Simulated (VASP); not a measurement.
# WC (P-6m2) in VASP: further runs, part 2 of 2

VASP 6.6.1. Earlier steps stand in the parts before.

## Step 3: Single point, PBE, collinear spin, ferromagnetic start

This run uses another cell than the first one, of 10.30 Å³/atom, 1.020 times its volume.

File INCAR:

```
ALGO = Normal
EDIFF = 1E-6
ENCUT = 520
GGA = PE
ISIF = 2
ISMEAR = -1
ISPIN = 2
LASPH = True
LCHARG = False
LMAXMIX = 4
LORBIT = 11
LREAL = False
LWAVE = False
MAGMOM = 2 0
NBANDS = 20
NELM = 150
PREC = Accurate
SIGMA = 0.05
```

File KPOINTS:

```
k-points
0
Gamma
  18 18 16
```

File POSCAR:

```
WC
1.0
    2.8982000000      0.0000000000      0.0000000000
   -1.4491000000      2.5099148252      0.0000000000
    0.0000000000      0.0000000000      2.8314000000
W C
1 1
Direct
    0.0000000000      0.0000000000      0.0000000000
    0.6666666667      0.3333333333      0.5000000000
```

Potentials or basis: VASP PAW PBE potentials, release 64 (W_sv, C).

Launch:

```
> cat potpaw_PBE.64/W_sv/POTCAR potpaw_PBE.64/C/POTCAR > POTCAR
> mpirun -np 1 vasp_std > vasp.out
```

OUTCAR:

```text
EDIFF = 1E-6
   ENCUT = 520
   GGA = PE
   ISIF = 2
   ISMEAR = -1
   ISPIN = 2
   LASPH = True
   LORBIT = 11
   LREAL = False
   NELM = 150
   PREC = Accurate

 ion  position               nearest neighbor table
   1  0.000  0.000  0.000-   2 2.19   2 2.19   2 2.19   2 2.19   2 2.19   2 2.19
   2  0.667  0.333  0.500-   1 2.19   1 2.19   1 2.19   1 2.19   1 2.19   1 2.19

  LATTYP: Found a hexagonal cell.
 ALAT       =     2.8982000000
 C/A-ratio  =     0.9769512111

  Lattice vectors:

 A1 = (   2.8982000000,   0.0000000000,   0.0000000000)
 A2 = (  -1.4491000000,   2.5099148252,   0.0000000000)
 A3 = (   0.0000000000,   0.0000000000,   2.8314000000)

Analysis of symmetry for initial positions (statically):
=====================================================================
 Subroutine PRICEL returns:
 Original cell was already a primitive cell.

 Routine SETGRP: Setting up the symmetry group for a
 hexagonal supercell.

 Subroutine GETGRP returns: Found 12 space group operations
 (whereof 12 operations were pure point group operations)
[... 742 lines left out ...]

 spin component 2

 k-point     1 :       0.0000    0.0000    0.0000
  band No.  band energies     occupation
      1     -62.8016      1.00000
      2     -26.7829      1.00000
      3     -26.6765      1.00000
      4     -26.6765      1.00000
      5      -3.3205      1.00000
      6       6.8299      1.00000
[... 541 lines left out ...]
     19      35.7371      0.00000
     20      38.3123      0.00000

 [... further k-points ...]
[... 5 lines left out ...]
  --------------------------------------------------------------------------------------
  -------------------------------------------------------------------------------------
  Total        1.2694589      1.2694589      1.2431980      0.0000000      0.0000000      0.0000000
  in kB       98.7508078     98.7508078     96.7079846      0.0000000      0.0000000      0.0000000
  external PRESSURE =      98.0698668 kB  Pullay stress =       0.0000000 kB

 VOLUME and BASIS-vectors are now :
 -----------------------------------------------------------------------------
  energy-cutoff  :      520.00
  volume of cell :       20.60
      direct lattice vectors                 reciprocal lattice vectors
     2.898200000  0.000000000  0.000000000     0.345041750  0.199209947  0.000000000
    -1.449100000  2.509914825  0.000000000     0.000000000  0.398419895  0.000000000
     0.000000000  0.000000000  2.831400000     0.000000000  0.000000000  0.353182171

 POSITION                                       TOTAL-FORCE (eV/Angst)
 -----------------------------------------------------------------------------------
      0.00000      0.00000      0.00000        -0.000000      0.000000      0.000000
      1.44910      0.83664      1.41570         0.000000      0.000000      0.000000
 -----------------------------------------------------------------------------------
    total drift:                                0.000000     -0.000000      0.000000

  FREE ENERGIE OF THE ION-ELECTRON SYSTEM (eV)
  ---------------------------------------------------
  free  energy   TOTEN  =       -22.4345366247 eV

  energy  without entropy=      -22.4321247492  energy(sigma->0) =      -22.43333069

 total charge

# of ion       s       p       d       tot
------------------------------------------
    1        2.351   6.432   3.416  12.199
    2        0.856   1.582   0.000   2.437
--------------------------------------------------
tot          3.206   8.014   3.416  14.636

 magnetization (x)

# of ion       s       p       d       tot
------------------------------------------
    1       -0.000  -0.000  -0.000  -0.000
    2        0.000   0.000   0.000   0.000
--------------------------------------------------
tot          0.000   0.000  -0.000  -0.000
```

OSZICAR:

```text
N       E                     dE             d eps       ncg     rms          rms(c)
DAV:   1     0.123619095031E+03    0.12362E+03   -0.85548E+03 26712   0.100E+03
DAV:   2    -0.204545117034E+02   -0.14407E+03   -0.13742E+03 28784   0.299E+02
DAV:   3    -0.249987786329E+02   -0.45443E+01   -0.45039E+01 30556   0.495E+01
DAV:   4    -0.250191444244E+02   -0.20366E-01   -0.20363E-01 29496   0.359E+00
DAV:   5    -0.250192279447E+02   -0.83520E-04   -0.83520E-04 30496   0.231E-01    0.341E+01
DAV:   6    -0.224760940808E+02    0.25431E+01   -0.34320E+00 30964   0.207E+01    0.969E+00
DAV:   7    -0.224622237367E+02    0.13870E-01   -0.41199E-01 28180   0.432E+00    0.705E+00
DAV:   8    -0.224410321538E+02    0.21192E-01   -0.30302E-02 30284   0.126E+00    0.314E+00
DAV:   9    -0.224343343484E+02    0.66978E-02   -0.43184E-03 29324   0.551E-01    0.418E-01
DAV:  10    -0.224345329368E+02   -0.19859E-03   -0.56228E-04 29476   0.196E-01    0.128E-01
DAV:  11    -0.224345268268E+02    0.61100E-05   -0.14208E-04 29840   0.113E-01    0.800E-02
DAV:  12    -0.224345362998E+02   -0.94730E-05   -0.16520E-05 29672   0.392E-02    0.104E-02
DAV:  13    -0.224345366247E+02   -0.32492E-06   -0.18951E-06 24780   0.143E-02
   1 F= -.22434537E+02 E0= -.22433331E+02  d E =-.241188E-02  mag=     0.0001
```

It took 2.2 min on 1 thread of Intel Xeon Platinum 8488C (Sapphire Rapids), shared host; peak memory 0.31 GiB.

What came out:

| Quantity | Value |
| --- | --- |
| Free energy | -22.4345 eV |
| Pressure | 9.8 GPa |
| Band gap on the k mesh | zero (filled and empty bands overlap) |
| Net moment | 0.00 μB per cell |
| Valence electrons inside the program's atomic spheres | W 12.20; C 2.44 |

Levels at points of the mesh, in eV from the Fermi level:
Spin up:
```tsv
k point	band 6	band 7	band 8	band 9	band 10	band 11	band 12	band 13
(0.00, 0.00, 0.00)	-4.36	-3.36	-3.36	0.08	3.27	3.27	5.66	5.66
(0.50, 0.00, 0.00)	-7.07	-3.66	-3.61	-0.47	2.36	4.58	4.95	6.90
(0.00, 0.00, 0.50)	-8.71	-2.03	-2.03	-0.60	-0.60	3.68	4.55	4.55
(0.50, 0.00, 0.50)	-6.51	-4.35	-4.21	0.29	4.48	5.36	6.70	9.26
```
Spin down:
```tsv
k point	band 5	band 6	band 7	band 8	band 9	band 10	band 11	band 12	band 13	band 14
(0.00, 0.00, 0.00)	-14.51	-4.36	-3.36	-3.36	0.08	3.26	3.26	5.66	5.66	6.44
(0.50, 0.00, 0.00)	-11.14	-7.07	-3.66	-3.61	-0.47	2.36	4.58	4.95	6.90	9.71
(0.00, 0.00, 0.50)	-10.44	-8.71	-2.03	-2.03	-0.60	-0.60	3.68	4.55	4.55	10.01
(0.50, 0.00, 0.50)	-11.36	-6.51	-4.35	-4.21	0.29	4.48	5.36	6.70	9.26	10.25
```

Caveat: spin-orbit coupling is left out, which moves the levels of the heavy elements.

## Step 4: Single point, PBE, collinear spin, ferromagnetic start (z stretched by +3 %, then relaxed in part)

File INCAR:

```
PREC = Accurate
ENCUT = 520
EDIFF = 1E-6
ISMEAR = -1
SIGMA = 0.05
LREAL = False
LASPH = True
NELM = 150
ALGO = Normal
ISIF = 2
LWAVE = False
LCHARG = True
ISPIN = 2
MAGMOM = 2 0
LORBIT = 11
LMAXMIX = 4
GGA = PE
LELF = True
LVHAR = True
NBANDS = 20
```

File KPOINTS:

```
regular mesh
0
Gamma
  18 18 16
```

POSCAR: that of step 3 with these lines changed.

```diff
@@ -4,3 +4,3 @@
    -1.4491000000      2.5099148252      0.0000000000
-    0.0000000000      0.0000000000      2.8314000000
+    0.0000000000      0.0000000000      2.9163420000
 W C
```

Launch:

```
> cat potpaw_PBE.64/W_sv/POTCAR potpaw_PBE.64/C/POTCAR > POTCAR
> mpirun -np 1 vasp_std > vasp.out
```

Wall time 3.4 min (1 thread of Intel Xeon Platinum 8488C (Sapphire Rapids), shared host); peak memory 0.32 GiB.

It converged, with:

- Free energy: -22.4172 eV
- Pressure: -2.9 GPa
- Band gap on the k mesh: zero (filled and empty bands overlap)
- Net moment: 0.00 μB per cell
- Valence electrons inside the program's atomic spheres: W 12.11; C 2.40

Stress tensor (GPa, compression positive):
```
  4.59   0.00   0.00
  0.00   4.59   0.00
  0.00   0.00 -17.98
```

Levels at points of the mesh, in eV from the Fermi level:
Spin up:
```
           k point  band 7  band 8  band 9  band 10  band 11  band 12
(0.00, 0.00, 0.00)   -2.99   -2.99   -0.17     3.12     3.12     5.42
(0.50, 0.00, 0.00)   -3.81   -3.44   -0.22     2.20     4.62     5.08
(0.00, 0.00, 0.50)   -1.63   -1.63   -0.55    -0.55     3.06     4.65
(0.50, 0.00, 0.50)   -4.18   -3.94    0.21     4.51     4.95     6.45
```
Spin down:
```
           k point  band 6  band 7  band 8  band 9  band 10  band 11  band 12  band 13
(0.00, 0.00, 0.00)   -4.21   -2.99   -2.99   -0.17     3.12     3.12     5.42     5.42
(0.50, 0.00, 0.00)   -6.84   -3.81   -3.44   -0.22     2.20     4.62     5.08     6.60
(0.00, 0.00, 0.50)   -8.53   -1.63   -1.63   -0.55    -0.55     3.06     4.65     4.65
(0.50, 0.00, 0.50)   -6.30   -4.18   -3.94    0.21     4.51     4.95     6.45     8.97
```

Caveat: the cell differs from its parent crystal (z stretched by +3 %, then relaxed in part); spin-orbit coupling is left out, which moves the levels of the heavy elements.

## Step 5: Overview

```tsv
cell	gap on the mesh (eV)	pressure (GPa)	moment (μB)
a = 2.898, b = 2.898, c = 2.775 Å, angles 90.0, 90.0, 120.0°, 2 atoms	none	19.9	0.00
a = 2.898, b = 2.898, c = 2.831 Å, angles 90.0, 90.0, 120.0°, 2 atoms	none	9.8	0.00
a = 2.898, b = 2.898, c = 2.916 Å, angles 90.0, 90.0, 120.0°, 2 atoms	none	-2.9	0.00
```

Alike in all rows: task single point; level PBE; potentials or basis VASP PAW PBE potentials, release 64 (W_sv, C); spin collinear, ferromagnetic start; k mesh 18 × 18 × 16; cutoff (eV) 520; smearing fermi-dirac 0.05 eV.

Caveats: spin-orbit coupling is left out, which moves the levels of the heavy elements.

Total energies depend on the potentials used, so only differences within one code and one set of settings carry meaning.
